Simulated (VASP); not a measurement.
Input of a VASP 6.6.1 run:

The input INCAR:

```
SYSTEM = Cu
PREC     = Accurate       ! precision mode
ENCUT    = 520            ! plane-wave cutoff, eV
EDIFF    = 1E-6           ! SCF threshold, eV
ISMEAR   = -1             ! smearing method
SIGMA    = 0.05           ! smearing width, eV
LREAL    = .False.        ! projectors in reciprocal space
LASPH    = .True.         ! aspherical terms in the spheres
NELM     = 80             ! most SCF steps
ALGO     = Normal         ! electronic algorithm
ISIF     = 2              ! what is computed and relaxed
LWAVE    = .False.        ! write WAVECAR
LCHARG   = .False.        ! write CHGCAR
GGA      = CA             ! functional
NBANDS   = 12             ! bands
```

KPOINTS

```
Automatic mesh
0
Gamma
  13 13 13
  0 0 0
```

The input POSCAR:

```
Cu
1.0
   -1.4523485211      1.4523485211      1.3851948378
    1.4523485211     -1.4523485211      1.3851948378
    1.4523485211      1.4523485211     -1.3851948378
Cu
1
Direct
    0.0000000000      0.0000000000      0.0000000000
```

Potentials or basis: VASP PAW LDA potentials, release 64 (Cu).

Run with:

```bash
$ cat potpaw_LDA.64/Cu/POTCAR > POTCAR
$ mpirun -np 1 vasp_std > vasp.out
```

**Question.** What does it give for the pressure?

**Answer.** -9.7 GPa.

Stress tensor (GPa, compression positive):
```
 -9.51   0.00   0.00
  0.00  -9.51   0.00
  0.00   0.00 -10.05
```
